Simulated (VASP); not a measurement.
The system is ScAl.

```xyz
2
Lattice="3.3703 0.0000 0.0000 0.0000 3.3703 0.0000 0.0000 0.0000 3.3703" Properties=species:S:1:pos:R:3 pbc="T T T"
Sc    1.6852    1.6852    1.6852
Al    0.0000    0.0000    0.0000
```

Base run:

* Program: VASP 6.6.1
* Functional: r2SCAN
* Potentials or basis: VASP PAW PBE potentials, release 64 (Sc_sv, Al)
* Cutoff: 520 eV
* k mesh: 6 × 6 × 6, shifted
* Occupations: gaussian, width 0.1 eV
* Spin: no spin polarisation

Its results: band gap on the k mesh zero (bands 7 and 8 overlap by 0.26 eV); pressure 0.3 GPa.

Question: The run is repeated on the same cell with these changes: k mesh from 6 × 6 × 6, shifted to 2 × 2 × 2, through Γ. What comes out?

Answer: Band gap on the k mesh zero (bands 7 and 8 overlap by 1.17 eV); pressure -0.3 GPa.

Caveats: some runs use coarse meshes; the PAW data sets were made with another functional, which shifts forces and pressure a little.
